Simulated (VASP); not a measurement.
# LiCl (Fm-3m) in VASP: notebook, part 2 of 3

VASP 6.6.1. Earlier steps stand in the parts before.

### Step 4. Single point, r2SCAN (volume scaled by 0.94)

Input file POSCAR:

```
LiCl
1.0
    0.0000000000      2.5040205004      2.5040205004
    2.5040205004      0.0000000000      2.5040205004
    2.5040205004      2.5040205004      0.0000000000
Li Cl
1 1
Direct
    0.0000000000      0.0000000000      0.0000000000
    0.5000000000      0.5000000000      0.5000000000
```

Input file INCAR.step1:

```
ALGO     = Normal         # electronic algorithm
EDIFF    = 1E-4           # SCF threshold, eV
ENCUT    = 520            # plane-wave cutoff, eV
GGA      = PE             # functional
ISMEAR   = 0              # smearing method
LASPH    = True           # aspherical terms in the spheres
LCHARG   = False          # write CHGCAR
LREAL    = False          # projectors in reciprocal space
LWAVE    = True           # write WAVECAR
NBANDS   = 12             # bands
NELM     = 60             # most SCF steps
PREC     = Accurate       # precision mode
SIGMA    = 0.02           # smearing width, eV
```

Input file INCAR.step2:

```
ALGO     = Normal         # electronic algorithm
EDIFF    = 1E-6           # SCF threshold, eV
ENCUT    = 520            # plane-wave cutoff, eV
ISIF     = 2              # what is computed and relaxed
ISMEAR   = 0              # smearing method
ISTART   = 1            
LASPH    = True           # aspherical terms in the spheres
LCHARG   = False          # write CHGCAR
LMIXTAU  = True         
LREAL    = False          # projectors in reciprocal space
LWAVE    = False          # write WAVECAR
METAGGA  = R2SCAN         # meta-GGA
NBANDS   = 12             # bands
NELM     = 60             # most SCF steps
PREC     = Accurate       # precision mode
SIGMA    = 0.02           # smearing width, eV
```

Input file KPOINTS:

```
k-points
0
Gamma
  8 8 8
```

Potentials or basis: VASP PAW PBE potentials, release 64 (Li_sv, Cl).

The run is started by

```
$ cat potpaw_PBE.64/Li_sv/POTCAR potpaw_PBE.64/Cl/POTCAR > POTCAR
$ cp INCAR.step1 INCAR
$ mpirun -np 1 vasp_std > vasp.out
$ cp INCAR.step2 INCAR
$ mpirun -np 1 vasp_std > vasp.out
```

OUTCAR:

```text
EDIFF = 1E-6
   ENCUT = 520
   ISIF = 2
   ISMEAR = 0
   ISTART = 1
   LASPH = True
   LREAL = False
   METAGGA = R2SCAN
   NELM = 60
   PREC = Accurate

 ion  position               nearest neighbor table
   1  0.000  0.000  0.000-   2 2.50   2 2.50   2 2.50   2 2.50   2 2.50   2 2.50
   2  0.500  0.500  0.500-   1 2.50   1 2.50   1 2.50   1 2.50   1 2.50   1 2.50

  LATTYP: Found a face centered cubic cell.
 ALAT       =     5.0080410008

  Lattice vectors:

 A1 = (   0.0000000000,   2.5040205004,   2.5040205004)
 A2 = (   2.5040205004,   0.0000000000,   2.5040205004)
 A3 = (   2.5040205004,   2.5040205004,   0.0000000000)

Analysis of symmetry for initial positions (statically):
=====================================================================
 Subroutine PRICEL returns:
 Original cell was already a primitive cell.

 Routine SETGRP: Setting up the symmetry group for a
 face centered cubic supercell.

 Subroutine GETGRP returns: Found 48 space group operations
 (whereof 48 operations were pure point group operations)
 out of a pool of 48 trial point group operations.

The static configuration has the point symmetry O_h .

Analysis of symmetry for dynamics (positions and initial velocities):
=====================================================================
 Subroutine PRICEL returns:
 Original cell was already a primitive cell.

 Routine SETGRP: Setting up the symmetry group for a
 face centered cubic supercell.

 Subroutine GETGRP returns: Found 48 space group operations
 (whereof 48 operations were pure point group operations)
 out of a pool of 48 trial point group operations.

The dynamic configuration has the point symmetry O_h .

 Subroutine INISYM returns: Found 48 space group operations
 (whereof 48 operations are pure point group operations),
 and found     1 'primitive' translations

----------------------------------------------------------------------------------------

                                     Primitive cell

  volume of cell :      31.4010

  direct lattice vectors                    reciprocal lattice vectors
     0.000000000  2.504020500  2.504020500    -0.199678876  0.199678876  0.199678876
     2.504020500  0.000000000  2.504020500     0.199678876 -0.199678876  0.199678876
     2.504020500  2.504020500  0.000000000     0.199678876  0.199678876 -0.199678876

  length of vectors
     3.541219752  3.541219752  3.541219752     0.345853959  0.345853959  0.345853959

  position of ions in fractional coordinates (direct lattice)
     0.000000000  0.000000000  0.000000000
     0.500000000  0.500000000  0.500000000

  ion indices of the primitive-cell ions
   primitive index   ion index
                 1           1
                 2           2

----------------------------------------------------------------------------------------

 KPOINTS: k-points

Automatic generation of k-mesh.
 Grid dimensions read from file:
 generate k-points for:    8    8    8

 Generating k-lattice:

  Cartesian coordinates                     Fractional coordinates (reciprocal lattice)
    -0.024959860  0.024959860  0.024959860     0.125000000  0.000000000  0.000000000
     0.024959860 -0.024959860  0.024959860     0.000000000  0.125000000  0.000000000
     0.024959860  0.024959860 -0.024959860     0.000000000  0.000000000  0.125000000

  Length of vectors
     0.043231745  0.043231745  0.043231745

  Shift w.r.t. Gamma in fractional coordinates (k-lattice)
     0.000000000  0.000000000  0.000000000

 Subroutine IBZKPT returns following result:
 ===========================================

 Found     29 irreducible k-points:

 Following reciprocal coordinates:
            Coordinates               Weight
  0.000000  0.000000  0.000000      1.000000
  0.125000  0.000000  0.000000      8.000000
  0.250000  0.000000  0.000000      8.000000
  0.375000  0.000000  0.000000      8.000000
  0.500000  0.000000  0.000000      4.000000
  0.125000  0.125000  0.000000      6.000000
[... 16 lines left out ...]
  0.500000  0.250000  0.125000     48.000000
 -0.375000  0.250000  0.125000     24.000000
 [... further k-points ...]
   k-points           NKPTS =     29   k-points in BZ     NKDIM =     29   number of bands    NBANDS=     12
   number of dos      NEDOS =    301   number of ions     NIONS =      2
   total plane-waves  NPLWV =  21952
   dimension x,y,z NGX =    28 NGY =   28 NGZ =   28
   dimension x,y,z NGXF=    56 NGYF=   56 NGZF=   56
   ions per type =               1   1
   NGX,Y,Z   is equivalent  to a cutoff of  13.14, 13.14, 13.14 a.u.
   NGXF,Y,Z  is equivalent  to a cutoff of  26.29, 26.29, 26.29 a.u.
 SYSTEM =  unknown system
   PREC   = accura    normal or accurate (medium, high low for compatibility)
   ISTART =      1    job   : 0-new  1-cont  2-samecut
   ICHARG =      0    charge: 1-file 2-atom 10-const
   ISPIN  =      1    spin polarized calculation?
   LNONCOLLINEAR =      F non collinear calculations
   LSORBIT =      F    spin-orbit coupling
   LASPH  =      T    aspherical Exc in radial PAW
   ENCUT  =  520.0 eV  38.22 Ry    6.18 a.u.   6.58  6.58  6.58*2*pi/ulx,y,z
   NELM   =     60;   NELMIN=  2; NELMDL=  0     # of ELM steps
   EDIFF  = 0.1E-05   stopping-criterion for ELM
   LREAL  =      F    real-space projection
   EDIFFG = 0.1E-04   stopping-criterion for IOM
   NSW    =      0    number of steps for IOM
   IBRION =     -1    ionic relax: 0-MD 1-quasi-New 2-CG
   NFREE  =      0    steps in history (QN), initial steepest desc. (CG)
   ISIF   =      2    stress and relaxation
   ISYM   =      2    0-nonsym 1-usesym 2-fastsym
   POTIM  = 0.5000    time-step for ionic-motion
   TEBEG  =    0.0;   TEEND  =   0.0 temperature during run
   PSTRESS=    0.0 pullay stress
   NELECT =      10.0000    total number of electrons
   NUPDOWN=      -1.0000    fix difference up-down
   EMIN   =  10.00;   EMAX   =-10.00  energy-range for DOS
   EFERMI =   0.00;   METHOD = LEGACY
   ISMEAR =     0;   SIGMA  =   0.02  broadening in eV -4-tet -1-fermi 0-gaus
   EFERMI_NEDOS =   21; number of points for ismear=-14 and -15
   IALGO  =     38    algorithm
   IMIX   =      4    mixing-type and parameters
     AMIX     =   0.40;   BMIX     =  1.00
     AMIX_MAG =   1.60;   BMIX_MAG =  1.00
  volume/ion in A,a.u.               =      15.70       105.95
  Fermi-wavevector in a.u.,A,eV,Ry     =   1.117962  2.112641 17.005085  1.249839
  Thomas-Fermi vector in A             =   2.254589
   LORBIT       =      0    0 simple, 1 ext, 2 COOP (PROOUT), +10 PAW based schemes
   METAGGA = R2SCAN    functional components
   LHFCALC =     F    Hartree Fock is set to
   AEXX    =    0.0000 exact exchange contribution
   IVDW    =     0    specifies the selected vdW correction
   LEPSILON=     F    determine dielectric tensor
   LRPA    =     F    only Hartree local field effects (RPA)
 non-spin polarized calculation
 Gauss-broadening in eV      SIGMA  =   0.02
  energy-cutoff  :      520.00
  volume of cell :       31.40
 maximum number of plane-waves:       877
 NGX is ok and might be reduce to    28
   NGX = 13   NGY = 13   NGZ = 13

 number of electron       9.9999992 magnetization

 Free energy of the ion-electron system (eV)
  ---------------------------------------------------
  ext. energy  EPLUGINS =         0.00000000
  ---------------------------------------------------
  free energy    TOTEN  =       -12.57847950 eV

  energy without entropy =      -12.57847950  energy(sigma->0) =      -12.57847950

 E-fermi :   0.9607     XC(G=0):  -9.4984

 val. band max:        0.7598335018   @ k =   0.0000   0.0000   0.0000
 cond. band min:       8.3799865919   @ k =   0.5000   0.0000   0.0000
 fundamental gap:      7.6201530901
 Fermi energy:         0.9607378606

 k-point     1 :       0.0000    0.0000    0.0000
  band No.  band energies     occupation
      1     -43.9677      2.00000
      2     -13.4966      2.00000
      3       0.7598      2.00000
      4       0.7598      2.00000
      5       0.7598      2.00000
      6       8.5508      0.00000
      7      13.4703      0.00000
      8      13.4703      0.00000
      9      13.4703      0.00000
     10      16.3251      0.00000
     11      16.3251      0.00000
     12      17.0936      0.00000
[... 331 lines left out ...]
 k-point    24 :      -0.3750    0.2500    0.1250
  band No.  band energies     occupation
      1     -43.9631      2.00000
      2     -12.6693      2.00000
      3      -2.1006      2.00000
      4      -0.7324      2.00000
      5       0.0869      2.00000
      6       9.9414      0.00000
      7      11.0444      0.00000
      8      12.3627      0.00000
      9      14.0054      0.00000
     10      17.6140      0.00000
     11      18.6629      0.00000
     12      20.4525      0.00000

 [... further k-points ...]
[... 5 lines left out ...]
  --------------------------------------------------------------------------------------
  -------------------------------------------------------------------------------------
  Total        0.3848357      0.3848357      0.3848357      0.0000000     -0.0000000      0.0000000
  in kB       19.6355127     19.6355127     19.6355127      0.0000000     -0.0000000      0.0000000
  external PRESSURE =      19.6355127 kB  Pullay stress =       0.0000000 kB

 VOLUME and BASIS-vectors are now :
 -----------------------------------------------------------------------------
  energy-cutoff  :      520.00
  volume of cell :       31.40
      direct lattice vectors                 reciprocal lattice vectors
     0.000000000  2.504020500  2.504020500    -0.199678876  0.199678876  0.199678876
     2.504020500  0.000000000  2.504020500     0.199678876 -0.199678876  0.199678876
     2.504020500  2.504020500  0.000000000     0.199678876  0.199678876 -0.199678876

 POSITION                                       TOTAL-FORCE (eV/Angst)
 -----------------------------------------------------------------------------------
      0.00000      0.00000      0.00000         0.000000     -0.000000     -0.000000
      2.50402      2.50402      2.50402        -0.000000      0.000000      0.000000
 -----------------------------------------------------------------------------------
    total drift:                                0.000000      0.000000      0.000000

  FREE ENERGIE OF THE ION-ELECTRON SYSTEM (eV)
  ---------------------------------------------------
  free  energy   TOTEN  =       -12.5784794979 eV

  energy  without entropy=      -12.5784794979  energy(sigma->0) =      -12.57847950
```

Run time: 49 s. Hardware: 1 thread of Intel Xeon 6975P-C, shared host; peak memory 0.16 GiB.

Results:

- Free energy: -12.5785 eV
- Band gap on the k mesh: 7.62 eV, indirect (least direct gap 7.79 eV)

Levels at points of the mesh, in eV from the valence-band top:
| k point | band 1 | band 2 | band 3 | band 4 | band 5 | band 6 | band 7 | band 8 | band 9 | band 10 |
| --- | --- | --- | --- | --- | --- | --- | --- | --- | --- | --- |
| (0.00, 0.00, 0.00) | -44.73 | -14.26 | 0.00 | 0.00 | 0.00 | 7.79 | 12.71 | 12.71 | 12.71 | 15.57 |
| (0.50, 0.00, 0.00) | -44.72 | -13.57 | -3.15 | -0.31 | -0.31 | 7.62 | 10.34 | 10.34 | 15.04 | 18.34 |
| (0.50, 0.50, 0.00) | -44.72 | -13.26 | -3.28 | -1.27 | -1.27 | 8.81 | 8.96 | 14.26 | 16.03 | 16.03 |

Caveat: the cutoff is under 1.25 times the usual one of these potentials, so pressure, stress and relaxed cells hold a basis-set (Pulay) error; the PAW data sets were made with another functional, which shifts forces and pressure a little. A k mesh can miss the band edges.

(Continued in part 3 of 3.)
